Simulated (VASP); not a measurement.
# Ta (Im-3m) in VASP: density of states with LDA

Aim: the density of states of Ta with LDA.

Program: VASP 6.6.1. These are calculated values, not measurements. Logs are shortened: lines on timing, memory, paths and dates and some standing lists are left out, and cuts for length are marked.

## Step 1: The cell of the first run

It takes space group Im-3m (No. 229, cubic). Conventional cell: a = 3.253 Å, b = 3.253 Å, c = 3.253 Å, α = 90.00°, β = 90.00°, γ = 90.00°. Ta (site symmetry m-3m) has 14 Ta at 2.82 to 3.25 Å within 3.7 Å.

## Step 2: Density of states, LDA

Contents of POSCAR:

```
Ta
1.0
   -1.6264640240      1.6264640240      1.6264640240
    1.6264640240     -1.6264640240      1.6264640240
    1.6264640240      1.6264640240     -1.6264640240
Ta
1
Direct
    0.0000000000      0.0000000000      0.0000000000
```

Contents of INCAR.step1:

```
SYSTEM = Ta
ALGO     = Normal         ! electronic algorithm
EDIFF    = 1E-6           ! SCF threshold, eV
ENCUT    = 520            ! plane-wave cutoff, eV
GGA      = CA             ! functional
ISIF     = 2              ! what is computed and relaxed
ISMEAR   = 0              ! smearing method
LASPH    = .True.         ! aspherical terms in the spheres
LCHARG   = .True.         ! write CHGCAR
LMAXMIX  = 4              ! l up to which the mixer works
LREAL    = .False.        ! projectors in reciprocal space
LWAVE    = .False.        ! write WAVECAR
NBANDS   = 12             ! bands
NELM     = 60             ! most SCF steps
PREC     = Accurate       ! precision mode
SIGMA    = 0.05           ! smearing width, eV
```

Contents of KPOINTS.step1:

```
k-points
0
Gamma
  18 18 18
  0 0 0
```

Contents of INCAR.step2:

```
SYSTEM = Ta
ALGO     = Normal         ! electronic algorithm
EDIFF    = 1E-6           ! SCF threshold, eV
ENCUT    = 520            ! plane-wave cutoff, eV
GGA      = CA             ! functional
ICHARG   = 11             ! starting density
ISIF     = 2              ! what is computed and relaxed
ISMEAR   = -5             ! smearing method
LASPH    = .True.         ! aspherical terms in the spheres
LCHARG   = .False.        ! write CHGCAR
LMAXMIX  = 4              ! l up to which the mixer works
LORBIT   = 11             ! projections on sites
LREAL    = .False.        ! projectors in reciprocal space
LWAVE    = .False.        ! write WAVECAR
NBANDS   = 12             ! bands
NEDOS    = 2001           ! points of the DOS
NELM     = 60             ! most SCF steps
PREC     = Accurate       ! precision mode
SIGMA    = 0.05           ! smearing width, eV
```

Contents of KPOINTS.step2:

```
k-points
0
Gamma
  27 27 27
  0 0 0
```

Potentials or basis: VASP PAW LDA potentials, release 64 (Ta_pv).

Launch:

```bash
$ cat potpaw_LDA.64/Ta_pv/POTCAR > POTCAR
$ cp INCAR.step1 INCAR
$ cp KPOINTS.step1 KPOINTS
$ mpirun -np 1 vasp_std > vasp.out
$ cp INCAR.step2 INCAR
$ cp KPOINTS.step2 KPOINTS
$ mpirun -np 1 vasp_std > vasp.out
```

OUTCAR:

```text
SYSTEM = Ta
   EDIFF = 1E-6
   ENCUT = 520
   GGA = CA
   ICHARG = 11
   ISIF = 2
   ISMEAR = -5
   LASPH = .True.
   LORBIT = 11
   LREAL = .False.
   NELM = 60
   PREC = Accurate

 ion  position               nearest neighbor table
   1  0.000  0.000  0.000-

  LATTYP: Found a body centered cubic cell.
 ALAT       =     3.2529280480

  Lattice vectors:

 A1 = (  -1.6264640240,   1.6264640240,   1.6264640240)
 A2 = (   1.6264640240,  -1.6264640240,   1.6264640240)
 A3 = (   1.6264640240,   1.6264640240,  -1.6264640240)

Analysis of symmetry for initial positions (statically):
=====================================================================
 Subroutine PRICEL returns:
 Original cell was already a primitive cell.

 Routine SETGRP: Setting up the symmetry group for a
 body centered cubic supercell.

 Subroutine GETGRP returns: Found 48 space group operations
 (whereof 48 operations were pure point group operations)
 out of a pool of 48 trial point group operations.

The static configuration has the point symmetry O_h .

Analysis of symmetry for dynamics (positions and initial velocities):
=====================================================================
 Subroutine PRICEL returns:
 Original cell was already a primitive cell.

 Routine SETGRP: Setting up the symmetry group for a
 body centered cubic supercell.

 Subroutine GETGRP returns: Found 48 space group operations
 (whereof 48 operations were pure point group operations)
 out of a pool of 48 trial point group operations.

The dynamic configuration has the point symmetry O_h .

 Subroutine INISYM returns: Found 48 space group operations
 (whereof 48 operations are pure point group operations),
 and found     1 'primitive' translations

----------------------------------------------------------------------------------------

                                     Primitive cell

  volume of cell :      17.2105

  direct lattice vectors                    reciprocal lattice vectors
    -1.626464024  1.626464024  1.626464024     0.000000000  0.307415346  0.307415346
     1.626464024 -1.626464024  1.626464024     0.307415346  0.000000000  0.307415346
     1.626464024  1.626464024 -1.626464024     0.307415346  0.307415346  0.000000000

  length of vectors
     2.817118326  2.817118326  2.817118326     0.434750951  0.434750951  0.434750951

  position of ions in fractional coordinates (direct lattice)
     0.000000000  0.000000000  0.000000000

  ion indices of the primitive-cell ions
   primitive index   ion index
                 1           1

----------------------------------------------------------------------------------------

 KPOINTS: k-points

Automatic generation of k-mesh.
 Grid dimensions read from file:
 generate k-points for:   27   27   27

 Generating k-lattice:

  Cartesian coordinates                     Fractional coordinates (reciprocal lattice)
     0.000000000  0.011385754  0.011385754     0.037037037  0.000000000  0.000000000
     0.011385754  0.000000000  0.011385754     0.000000000  0.037037037  0.000000000
     0.011385754  0.011385754  0.000000000     0.000000000  0.000000000  0.037037037

  Length of vectors
     0.016101887  0.016101887  0.016101887

  Shift w.r.t. Gamma in fractional coordinates (k-lattice)
     0.000000000  0.000000000  0.000000000

 TETIRR: Found  23679 inequivalent tetrahedra from   118098

 Subroutine IBZKPT returns following result:
 ===========================================

 Found    560 irreducible k-points:

 Following reciprocal coordinates:
            Coordinates               Weight
  0.000000  0.000000  0.000000      1.000000
  0.037037  0.000000  0.000000     12.000000
  0.074074  0.000000  0.000000     12.000000
  0.111111  0.000000  0.000000     12.000000
  0.148148  0.000000  0.000000     12.000000
  0.185185  0.000000  0.000000     12.000000
[... 16 lines left out ...]
  0.333333  0.037037 -0.000000     48.000000
  0.370370  0.037037  0.000000     48.000000
 [... further k-points ...]
   k-points           NKPTS =    560   k-points in BZ     NKDIM =    560   number of bands    NBANDS=     12
   number of dos      NEDOS =   2001   number of ions     NIONS =      1
   total plane-waves  NPLWV =  13824
   dimension x,y,z NGX =    24 NGY =   24 NGZ =   24
   dimension x,y,z NGXF=    48 NGYF=   48 NGZF=   48
   ions per type =               1
   NGX,Y,Z   is equivalent  to a cutoff of  14.16, 14.16, 14.16 a.u.
   NGXF,Y,Z  is equivalent  to a cutoff of  28.33, 28.33, 28.33 a.u.
 SYSTEM =  Ta
   PREC   = accura    normal or accurate (medium, high low for compatibility)
   ISTART =      0    job   : 0-new  1-cont  2-samecut
   ICHARG =     11    charge: 1-file 2-atom 10-const
   ISPIN  =      1    spin polarized calculation?
   LNONCOLLINEAR =      F non collinear calculations
   LSORBIT =      F    spin-orbit coupling
   LASPH  =      T    aspherical Exc in radial PAW
   ENCUT  =  520.0 eV  38.22 Ry    6.18 a.u.   5.24  5.24  5.24*2*pi/ulx,y,z
   NELM   =     60;   NELMIN=  2; NELMDL=  0     # of ELM steps
   EDIFF  = 0.1E-05   stopping-criterion for ELM
   LREAL  =      F    real-space projection
   EDIFFG = 0.1E-04   stopping-criterion for IOM
   NSW    =      0    number of steps for IOM
   IBRION =     -1    ionic relax: 0-MD 1-quasi-New 2-CG
   NFREE  =      0    steps in history (QN), initial steepest desc. (CG)
   ISIF   =      2    stress and relaxation
   ISYM   =      2    0-nonsym 1-usesym 2-fastsym
   POTIM  = 0.5000    time-step for ionic-motion
   TEBEG  =    0.0;   TEEND  =   0.0 temperature during run
   PSTRESS=    0.0 pullay stress
   NELECT =      11.0000    total number of electrons
   NUPDOWN=      -1.0000    fix difference up-down
   EMIN   =  10.00;   EMAX   =-10.00  energy-range for DOS
   EFERMI =   0.00;   METHOD = LEGACY
   ISMEAR =    -5;   SIGMA  =   0.05  broadening in eV -4-tet -1-fermi 0-gaus
   EFERMI_NEDOS =   21; number of points for ismear=-14 and -15
   IALGO  =     38    algorithm
   IMIX   =      4    mixing-type and parameters
     AMIX     =   0.40;   BMIX     =  1.00
     AMIX_MAG =   1.60;   BMIX_MAG =  1.00
  volume/ion in A,a.u.               =      17.21       116.14
  Fermi-wavevector in a.u.,A,eV,Ry     =   1.410180  2.664854 27.056656  1.988608
  Thomas-Fermi vector in A             =   2.532160
   LORBIT       =     11    0 simple, 1 ext, 2 COOP (PROOUT), +10 PAW based schemes
   GGA     = CA    functional components
   LHFCALC =     F    Hartree Fock is set to
   AEXX    =    0.0000 exact exchange contribution
   IVDW    =     0    specifies the selected vdW correction
   LEPSILON=     F    determine dielectric tensor
   LRPA    =     F    only Hartree local field effects (RPA)
 non-spin polarized calculation
 Fermi weights with tetrahedron method with Bloechl corrections
  energy-cutoff  :      520.00
  volume of cell :       17.21
 maximum number of plane-waves:       476
 NGX is ok and might be reduce to    24

 number of electron      11.0000000 magnetization

 Free energy of the ion-electron system (eV)
  ---------------------------------------------------
  ext. energy  EPLUGINS =         0.00000000
  ---------------------------------------------------
  free energy    TOTEN  =       -12.82766185 eV

  energy without entropy =      -12.82766185  energy(sigma->0) =      -12.82766185

 E-fermi :   5.7672     XC(G=0): -13.0288

 val. band max:        5.8020501465   @ k =  -0.2222   0.2222   0.1111
 cond. band min:       5.7819636383   @ k =  -0.4074   0.4074   0.1852
 fundamental gap:     -0.0200865081
 Fermi energy:         5.7672092282

 k-point     1 :       0.0000    0.0000    0.0000
  band No.  band energies     occupation
      1     -26.9388      2.00000
      2     -26.9388      2.00000
      3     -26.9388      2.00000
      4      -2.2284      2.00000
      5       6.4489      0.00000
      6       6.4489      0.00000
      7       6.4489      0.00000
      8       9.8730      0.00000
      9       9.8730      0.00000
     10      19.6237      0.00000
     11      21.0705      0.00000
     12      21.0705      0.00000

 k-point     2 :       0.0370    0.0000    0.0000
  band No.  band energies     occupation
      1     -26.9594      2.00000
      2     -26.9450      2.00000
      3     -26.9389      2.00000
      4      -2.1625      2.00000
      5       6.4058      0.00000
      6       6.4384      0.00000
      7       6.5131      0.00000
      8       9.7984      0.00000
      9       9.8727      0.00000
     10      19.6237      0.00000
     11      21.1317      0.00000
     12      21.1844      0.00000

 k-point     3 :       0.0741    0.0000    0.0000
  band No.  band energies     occupation
      1     -27.0199      2.00000
      2     -26.9634      2.00000
      3     -26.9393      2.00000
      4      -1.9680      2.00000
      5       6.2816      0.00000
      6       6.3999      0.00000
      7       6.7047      0.00000
      8       9.6075      0.00000
      9       9.8736      0.00000
     10      19.6237      0.00000
     11      21.3042      0.00000
     12      21.5207      0.00000

 k-point     4 :       0.1111    0.0000    0.0000
  band No.  band energies     occupation
      1     -27.1160      2.00000
      2     -26.9927      2.00000
      3     -26.9400      2.00000
      4      -1.6550      2.00000
      5       6.0897     -0.00443
      6       6.3153      0.00000
      7       7.0211      0.00000
      8       9.3808      0.00000
      9       9.8805      0.00000
     10      19.6234      0.00000
     11      21.5503      0.00000
     12      22.0646      0.00000

 k-point     5 :       0.1481    0.0000    0.0000
  band No.  band energies     occupation
      1     -27.2411      2.00000
      2     -27.0314      2.00000
      3     -26.9408      2.00000
      4      -1.2413      2.00000
      5       5.8491      0.22477
      6       6.1685      0.00000
      7       7.4579      0.00000
      8       9.2058      0.00000
      9       9.9002      0.00000
     10      19.6232      0.00000
     11      21.7924      0.00000
     12      22.7957      0.00000
[... 228 lines left out ...]
      1     -27.7879      2.00000
      2     -27.2053      2.00000
      3     -26.9526      2.00000
      4       0.5486      2.00000
      5       4.8986      2.00000
      6       5.5716      2.00350
      7       9.3037      0.00000
      8       9.8965      0.00000
      9      10.2264      0.00000
     10      19.6198      0.00000
     11      20.9574      0.00000
     12      22.6118      0.00000

 k-point    22 :       0.2963    0.0370    0.0000
  band No.  band energies     occupation
      1     -27.9347      2.00000
      2     -27.2554      2.00000
      3     -26.9539      2.00000
      4       0.9150      2.00000
      5       4.6600      2.00000
      6       5.6853      1.78674
      7       9.4958      0.00000
      8      10.3513      0.00000
      9      10.7457      0.00000
     10      19.6155      0.00000
     11      20.2468      0.00000
     12      21.5952      0.00000

 k-point    23 :       0.3333    0.0370   -0.0000
  band No.  band energies     occupation
      1     -28.0648      2.00000
      2     -27.3003      2.00000
      3     -26.9551      2.00000
      4       1.1385      2.00000
      5       4.4548      2.00000
      6       6.0051     -0.10742
      7       9.6776      0.00000
      8      10.4876      0.00000
      9      11.6294      0.00000
     10      19.5346      0.00000
     11      19.6237      0.00000
     12      20.5770      0.00000

 k-point    24 :       0.3704    0.0370    0.0000
  band No.  band energies     occupation
      1     -28.1724      2.00000
      2     -27.3378      2.00000
      3     -26.9562      2.00000
      4       1.2374      2.00000
      5       4.2894      2.00000
      6       6.4841     -0.00343
      7       9.8039      0.00000
      8      10.6295      0.00000
      9      12.4976      0.00000
     10      18.9462      0.00000
     11      19.4876      0.00000
     12      19.7648      0.00000

 [... further k-points ...]

------------------------ aborting loop because EDIFF is reached ----------------------------------------

  FORCE on cell =-STRESS in cart. coord.  units (eV):
  Direction    XX          YY          ZZ          XY          YZ          ZX
  --------------------------------------------------------------------------------------
  -------------------------------------------------------------------------------------
  Total        0.1021212      0.1021212      0.1021212      0.0000000     -0.0000000      0.0000000
  in kB        9.5067755      9.5067755      9.5067755      0.0000000     -0.0000000      0.0000000
  external PRESSURE =       9.5067755 kB  Pullay stress =       0.0000000 kB

 VOLUME and BASIS-vectors are now :
 -----------------------------------------------------------------------------
  energy-cutoff  :      520.00
  volume of cell :       17.21
      direct lattice vectors                 reciprocal lattice vectors
    -1.626464024  1.626464024  1.626464024     0.000000000  0.307415346  0.307415346
     1.626464024 -1.626464024  1.626464024     0.307415346  0.000000000  0.307415346
     1.626464024  1.626464024 -1.626464024     0.307415346  0.307415346  0.000000000

 POSITION                                       TOTAL-FORCE (eV/Angst)
 -----------------------------------------------------------------------------------
      0.00000      0.00000      0.00000        -0.000000     -0.000000      0.000000
 -----------------------------------------------------------------------------------
    total drift:                               -0.000000      0.000000      0.000000

  FREE ENERGIE OF THE ION-ELECTRON SYSTEM (eV)
  ---------------------------------------------------
  free  energy   TOTEN  =       -12.8276618457 eV

  energy  without entropy=      -12.8276618457  energy(sigma->0) =      -12.82766185

 total charge

# of ion       s       p       d       tot
------------------------------------------
    1        0.382   6.173   2.491   9.045
```

Run time: 64 s. Hardware: 1 thread of Intel Xeon Platinum 8375C at 2.90GHz (Ice Lake), shared host; peak memory 0.26 GiB.

Results:

- Valence electrons inside the program's atomic spheres: Ta 9.04

Levels at points of the mesh, in eV from the Fermi level:
| k point | band 2 | band 3 | band 4 | band 5 | band 6 | band 7 | band 8 | band 9 | band 10 | band 11 |
| --- | --- | --- | --- | --- | --- | --- | --- | --- | --- | --- |
| (0.00, 0.00, 0.00) | -32.71 | -32.71 | -8.00 | 0.68 | 0.68 | 0.68 | 4.11 | 4.11 | 13.86 | 15.30 |

Caveat: spin-orbit coupling is left out, which moves the levels of the heavy elements; tetrahedron occupations give inexact forces and stress in metals.
